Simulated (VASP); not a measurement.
Here is a VASP 6.6.1 calculation.

File INCAR:

```
ALGO     = Normal         # electronic algorithm
EDIFF    = 1E-6           # SCF threshold, eV
ENCUT    = 520            # plane-wave cutoff, eV
GGA      = PE             # functional
ISIF     = 2              # what is computed and relaxed
ISMEAR   = 0              # smearing method
ISPIN    = 2              # spin polarisation
LASPH    = True           # aspherical terms in the spheres
LCHARG   = False          # write CHGCAR
LMAXMIX  = 4              # l up to which the mixer works
LORBIT   = 11             # projections on sites
LREAL    = False          # projectors in reciprocal space
LWAVE    = False          # write WAVECAR
MAGMOM   = 2              # initial moments
NBANDS   = 15             # bands
NELM     = 150            # most SCF steps
PREC     = Accurate       # precision mode
SIGMA    = 0.1            # smearing width, eV
```

The input KPOINTS:

```
k-points
0
Gamma
  17 17 17
```

The input POSCAR:

```
Ni
1.0
   -1.3909434473      1.3909434473      1.3909434473
    1.3909434473     -1.3909434473      1.3909434473
    1.3909434473      1.3909434473     -1.3909434473
Ni
1
Direct
    0.0000000000      0.0000000000      0.0000000000
```

Potentials or basis: VASP PAW PBE potentials, release 64 (Ni).

Launch:

```sh
$ cat potpaw_PBE.64/Ni/POTCAR > POTCAR
$ mpirun -np 1 vasp_std > vasp.out
```

(1) What does it give for the site moments?

(2) Predict the pressure.

(3) Predict the net moment.

Answers

(1) Ni +0.53 μB.

(2) 4.0 GPa.

(3) 0.53 μB per cell.
